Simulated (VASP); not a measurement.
# TiAl: single point with PBE

TiAl:

```xyz
2
Lattice="3.1791 0.0000 0.0000 0.0000 3.1791 0.0000 0.0000 0.0000 3.1791" Properties=species:S:1:pos:R:3 pbc="T T T"
Ti    0.0000    0.0000    0.0000
Al    1.5895    1.5895    1.5895
```

```json
{"Program": "VASP 6.6.1", "Task": "single point", "Functional": "PBE", "Potentials or basis": "VASP PAW PBE potentials, release 64 (Ti_sv, Al)", "Cutoff": "520 eV", "k mesh": "16 × 16 × 16", "Occupations": "gaussian, width 0.15 eV", "Spin": "no spin polarisation", "Dipole correction": "no", "Further INCAR settings": "ALGO = Normal; EDIFF = 1e-06; NBANDS = 14"}
```

| Item | Value |
| --- | --- |
| Pressure | 0.8 GPa |

Levels at points of the mesh, in eV from the Fermi level:
```tsv
k point	band 5	band 6	band 7	band 8	band 9	band 10
(0.00, 0.00, 0.00)	-9.28	-1.44	-1.44	1.80	1.80	1.80
(0.50, 0.00, 0.00)	-6.05	-5.20	-0.56	0.15	0.15	2.00
(0.50, 0.50, 0.00)	-5.02	-2.11	-2.11	-1.47	0.71	0.71
(0.50, 0.50, 0.50)	-3.10	-3.10	-3.10	0.62	2.79	2.79
```

Wall time 26 s on 1 thread of Intel(R) Xeon(R) 6975P-C (Granite Rapids) (shared host), peak memory 0.2 GiB.
